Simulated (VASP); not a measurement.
# BP (g.A) in VASP: single point with PBE+D4

Aim: the single point of BP (g.A) with PBE+D4.

Program: VASP 6.6.1. These are calculated values, not measurements. Logs are shortened: lines on timing, memory, paths and dates and some standing lists are left out, and cuts for length are marked.

### Step 1. The cell of the first run

The cell holds a sheet with vacuum, 2 atoms: a = 3.203 Å, b = 3.203 Å, c = 23.800 Å, α = 90.00°, β = 90.00°, γ = 120.00°.

### Step 2. Single point, PBE+D4

Input file INCAR:

```
SYSTEM = BP
PREC = Accurate
ENCUT = 420
EDIFF = 1E-6
ISMEAR = 0
SIGMA = 0.03
LREAL = .FALSE.
LASPH = .TRUE.
NELM = 120
ALGO = Normal
ISIF = 2
LWAVE = .FALSE.
LCHARG = .TRUE.
LDIPOL = .TRUE.
IDIPOL = 3
DIPOL = 0.5 0.5 0.294
GGA = PE
IVDW = 13
LELF = .TRUE.
LVHAR = .TRUE.
LVACPOTAV = .TRUE.
NBANDS = 11
GGA_COMPAT = .FALSE.
NELMDL = -8
```

Input file KPOINTS:

```
Automatic mesh
0
G
  12 12 1
  0 0 0
```

Input file POSCAR:

```
BP
1.0
    3.2033920465      0.0000000000      0.0000000000
   -1.6016960232      2.7742188905      0.0000000000
    0.0000000000      0.0000000000     23.8000000000
B P
1 1
Direct
    0.3333333333      0.6666666667      0.2941176471
    0.6666666667      0.3333333333      0.2941176471
```

Potentials or basis: VASP PAW PBE potentials, release 64 (B, P).

The run is started by

```bash
$ cat potpaw_PBE.64/B/POTCAR potpaw_PBE.64/P/POTCAR > POTCAR
$ mpirun -np 1 vasp_std > vasp.out
```

OUTCAR:

```text
SYSTEM = BP
   PREC = Accurate
   ENCUT = 420
   EDIFF = 1E-6
   ISMEAR = 0
   LREAL = .FALSE.
   LASPH = .TRUE.
   NELM = 120
   ISIF = 2
   GGA = PE
   IVDW = 13
   NELMDL = -8

 ion  position               nearest neighbor table
   1  0.333  0.667  0.294-   2 1.85   2 1.85   2 1.85
   2  0.667  0.333  0.294-   1 1.85   1 1.85   1 1.85

  LATTYP: Found a hexagonal cell.
 ALAT       =     3.2033920465
 C/A-ratio  =     7.4296244901

  Lattice vectors:

 A1 = (   3.2033920465,   0.0000000000,   0.0000000000)
 A2 = (  -1.6016960232,   2.7742188905,   0.0000000000)
 A3 = (   0.0000000000,   0.0000000000,  23.8000000000)

Analysis of symmetry for initial positions (statically):
=====================================================================
 Subroutine PRICEL returns:
 Original cell was already a primitive cell.

 Routine SETGRP: Setting up the symmetry group for a
 hexagonal supercell.

 Subroutine GETGRP returns: Found 12 space group operations
 (whereof  6 operations were pure point group operations)
 out of a pool of 24 trial point group operations.

The static configuration has the point symmetry C_3v.
 The point group associated with its full space group is D_3h.

Analysis of symmetry for dynamics (positions and initial velocities):
=====================================================================
 Subroutine PRICEL returns:
 Original cell was already a primitive cell.

 Routine SETGRP: Setting up the symmetry group for a
 hexagonal supercell.

 Subroutine GETGRP returns: Found 12 space group operations
 (whereof  6 operations were pure point group operations)
 out of a pool of 24 trial point group operations.

The dynamic configuration has the point symmetry C_3v.
 The point group associated with its full space group is D_3h.

 Subroutine INISYM returns: Found 12 space group operations
 (whereof  6 operations are pure point group operations),
 and found     1 'primitive' translations

----------------------------------------------------------------------------------------

                                     Primitive cell

  volume of cell :     211.5085

  direct lattice vectors                    reciprocal lattice vectors
     3.203392046  0.000000000  0.000000000     0.312169096  0.180230912  0.000000000
    -1.601696023  2.774218890  0.000000000     0.000000000  0.360461823  0.000000000
     0.000000000  0.000000000 23.800000000     0.000000000  0.000000000  0.042016807

  length of vectors
     3.203392046  3.203392046 23.800000000     0.360461823  0.360461823  0.042016807

  position of ions in fractional coordinates (direct lattice)
     0.333333333  0.666666667  0.294117647
     0.666666667  0.333333333  0.294117647

  ion indices of the primitive-cell ions
   primitive index   ion index
                 1           1
                 2           2

----------------------------------------------------------------------------------------

 KPOINTS: Automatic mesh

Automatic generation of k-mesh.
 Grid dimensions read from file:
 generate k-points for:   12   12    1

 Generating k-lattice:

  Cartesian coordinates                     Fractional coordinates (reciprocal lattice)
     0.026014091  0.015019243  0.000000000     0.083333333 -0.000000000  0.000000000
     0.000000000  0.030038485  0.000000000     0.000000000  0.083333333  0.000000000
     0.000000000  0.000000000  0.042016807     0.000000000  0.000000000  1.000000000

  Length of vectors
     0.030038485  0.030038485  0.042016807

  Shift w.r.t. Gamma in fractional coordinates (k-lattice)
     0.000000000  0.000000000  0.000000000

 Subroutine IBZKPT returns following result:
 ===========================================

 Found     19 irreducible k-points:

 Following reciprocal coordinates:
            Coordinates               Weight
  0.000000  0.000000  0.000000      1.000000
  0.083333  0.000000  0.000000      6.000000
  0.166667  0.000000  0.000000      6.000000
  0.250000  0.000000  0.000000      6.000000
  0.333333  0.000000  0.000000      6.000000
  0.416667  0.000000  0.000000      6.000000
[... 11 lines left out ...]
  0.333333  0.250000  0.000000     12.000000
  0.333333  0.333333  0.000000      2.000000
   k-points           NKPTS =     19   k-points in BZ     NKDIM =     19   number of bands    NBANDS=     11
   number of dos      NEDOS =    301   number of ions     NIONS =      2
   total plane-waves  NPLWV =  92160
   dimension x,y,z NGX =    24 NGY =   24 NGZ =  160
   dimension x,y,z NGXF=    48 NGYF=   48 NGZF=  320
   ions per type =               1   1
   NGX,Y,Z   is equivalent  to a cutoff of  12.46, 12.46, 11.18 a.u.
   NGXF,Y,Z  is equivalent  to a cutoff of  24.91, 24.91, 22.35 a.u.
 SYSTEM =  BP
   PREC   = accura    normal or accurate (medium, high low for compatibility)
   ISTART =      0    job   : 0-new  1-cont  2-samecut
   ICHARG =      2    charge: 1-file 2-atom 10-const
   ISPIN  =      1    spin polarized calculation?
   LNONCOLLINEAR =      F non collinear calculations
   LSORBIT =      F    spin-orbit coupling
   LASPH  =      T    aspherical Exc in radial PAW
   ENCUT  =  420.0 eV  30.87 Ry    5.56 a.u.   5.35  5.35 39.77*2*pi/ulx,y,z
   NELM   =    120;   NELMIN=  2; NELMDL= -8     # of ELM steps
   EDIFF  = 0.1E-05   stopping-criterion for ELM
   LREAL  =      F    real-space projection
   EDIFFG = 0.1E-04   stopping-criterion for IOM
   NSW    =      0    number of steps for IOM
   IBRION =     -1    ionic relax: 0-MD 1-quasi-New 2-CG
   NFREE  =      0    steps in history (QN), initial steepest desc. (CG)
   ISIF   =      2    stress and relaxation
   ISYM   =      2    0-nonsym 1-usesym 2-fastsym
   POTIM  = 0.5000    time-step for ionic-motion
   TEBEG  =    0.0;   TEEND  =   0.0 temperature during run
   PSTRESS=    0.0 pullay stress
   NELECT =       8.0000    total number of electrons
   NUPDOWN=      -1.0000    fix difference up-down
   EMIN   =  10.00;   EMAX   =-10.00  energy-range for DOS
   EFERMI =   0.00;   METHOD = LEGACY
   ISMEAR =     0;   SIGMA  =   0.03  broadening in eV -4-tet -1-fermi 0-gaus
   EFERMI_NEDOS =   21; number of points for ismear=-14 and -15
   IALGO  =     38    algorithm
   IMIX   =      4    mixing-type and parameters
     AMIX     =   0.40;   BMIX     =  1.00
     AMIX_MAG =   1.60;   BMIX_MAG =  1.00
  volume/ion in A,a.u.               =     105.75       713.66
  Fermi-wavevector in a.u.,A,eV,Ry     =   0.549535  1.038471  4.108810  0.301989
  Thomas-Fermi vector in A             =   1.580708
   LORBIT       =      0    0 simple, 1 ext, 2 COOP (PROOUT), +10 PAW based schemes
   GGA     = PE    functional components
   LHFCALC =     F    Hartree Fock is set to
   AEXX    =    0.0000 exact exchange contribution
   IVDW    =    13    specifies the selected vdW correction
   LEPSILON=     F    determine dielectric tensor
   LRPA    =     F    only Hartree local field effects (RPA)
 non-spin polarized calculation
 Gauss-broadening in eV      SIGMA  =   0.03
  energy-cutoff  :      420.00
  volume of cell :      211.51
 maximum number of plane-waves:      4183
 NGX is ok and might be reduce to    24
   NGX = 11   NGY = 11   NGZ = 79

 dipolmoment           0.000000      0.000000     -0.000000 electrons x Angstroem

 number of electron       8.0000001 magnetization

 dipolmoment           0.000000      0.000000      0.000001 electrons x Angstroem

 Free energy of the ion-electron system (eV)
  ---------------------------------------------------
  ext. energy  EPLUGINS =         0.00000000
  ---------------------------------------------------
  free energy    TOTEN  =       -12.17032377 eV

  energy without entropy =      -12.17032377  energy(sigma->0) =      -12.17032377

 E-fermi :  -3.6114     XC(G=0):  -1.8156

 val. band max:       -3.7607627033   @ k =   0.3333   0.3333   0.0000
 cond. band min:      -2.8628934260   @ k =   0.3333   0.3333   0.0000
 fundamental gap:      0.8978692773
 Fermi energy:        -3.6113833931

 k-point     1 :       0.0000    0.0000    0.0000
  band No.  band energies     occupation
      1     -17.4790      2.00000
      2      -7.9332      2.00000
      3      -5.3994      2.00000
      4      -5.3994      2.00000
      5      -0.0058      0.00000
      6       0.9327      0.00000
      7       0.9327      0.00000
      8       1.1199      0.00000
      9       1.4005      0.00000
     10       1.9142      0.00000
     11       2.0301      0.00000

 k-point     2 :       0.0833    0.0000    0.0000
  band No.  band energies     occupation
      1     -17.3728      2.00000
      2      -7.8179      2.00000
      3      -5.9367      2.00000
      4      -5.6053      2.00000
      5       0.1128      0.00000
      6       0.7485      0.00000
      7       1.2528      0.00000
      8       1.3663      0.00000
      9       1.5413      0.00000
     10       2.1640      0.00000
     11       2.2944      0.00000

 k-point     3 :       0.1667    0.0000    0.0000
  band No.  band energies     occupation
      1     -17.0569      2.00000
      2      -7.4750      2.00000
      3      -7.2031      2.00000
      4      -6.0806      2.00000
      5       0.2222      0.00000
      6       0.6094      0.00000
      7       1.6490      0.00000
      8       1.9495      0.00000
      9       2.5194      0.00000
     10       2.5612      0.00000
     11       2.7988      0.00000
[... 197 lines left out ...]
 k-point    18 :       0.3333    0.2500    0.0000
  band No.  band energies     occupation
      1     -14.2781      2.00000
      2     -11.6052      2.00000
      3      -9.6146      2.00000
      4      -4.2581      2.00000
      5      -2.4044      0.00000
      6       2.7486      0.00000
      7       2.9932      0.00000
      8       4.3137      0.00000
      9       5.3784      0.00000
     10       6.1849      0.00000
     11       6.4147      0.00000

 k-point    19 :       0.3333    0.3333    0.0000
  band No.  band energies     occupation
      1     -14.0198      2.00000
      2     -11.6755      2.00000
      3     -10.0474      2.00000
      4      -3.7608      2.00000
      5      -2.8629      0.00000
      6       2.6343      0.00000
      7       3.5744      0.00000
      8       4.7595      0.00000
      9       5.9042      0.00000
     10       6.9055      0.00000
     11       7.0023      0.00000

------------------------ aborting loop because EDIFF is reached ----------------------------------------

  DFT-D4 for vdW energy calculation

  Edisp (eV):   -0.30469

  FORCE on cell =-STRESS in cart. coord.  units (eV):
  Direction    XX          YY          ZZ          XY          YZ          ZX
  --------------------------------------------------------------------------------------
  -------------------------------------------------------------------------------------
  Total      -0.04234    -0.04234    -0.00442    -0.00000     0.00000     0.00000
  in kB      -0.32073    -0.32073    -0.03350    -0.00000     0.00000     0.00000
  external pressure =       -0.22 kB  Pullay stress =        0.00 kB

 VOLUME and BASIS-vectors are now :
 -----------------------------------------------------------------------------
  energy-cutoff  :      420.00
  volume of cell :      211.51
      direct lattice vectors                 reciprocal lattice vectors
     3.203392046  0.000000000  0.000000000     0.312169096  0.180230912  0.000000000
    -1.601696023  2.774218890  0.000000000     0.000000000  0.360461823  0.000000000
     0.000000000  0.000000000 23.800000000     0.000000000  0.000000000  0.042016807

 POSITION                                       TOTAL-FORCE (eV/Angst)
 -----------------------------------------------------------------------------------
     -0.00000      1.84948      7.00000         0.000000      0.000000     -0.000000
      1.60170      0.92474      7.00000        -0.000000      0.000000      0.000000
 -----------------------------------------------------------------------------------
    total drift:                               -0.000000      0.000000      0.000001

  FREE ENERGIE OF THE ION-ELECTRON SYSTEM (eV)
  ---------------------------------------------------
  free  energy   TOTEN  =       -12.4750112048 eV

  energy  without entropy=      -12.4750112048  energy(sigma->0) =      -12.47501120

 vacuum level on the upper side and lower side of the slab         1.355         1.355
```

It used 130 s of CPU time on 1 thread of Intel Xeon 8259CL (shared host).

Results:

```yaml
Free_energy: -12.4750 eV
Band_gap_on_the_k_mesh: 0.90 eV, direct
Dispersion_energy_per_atom: -0.152 eV
```

Levels at points of the mesh, in eV from the valence-band top:
```tsv
k point	band 1	band 2	band 3	band 4	band 5	band 6	band 7	band 8
(0.00, 0.00, 0.00)	-13.72	-4.17	-1.64	-1.64	3.76	4.69	4.69	4.88
(0.50, 0.00, 0.00)	-10.91	-8.34	-3.64	-1.06	1.47	2.88	7.87	8.81
```
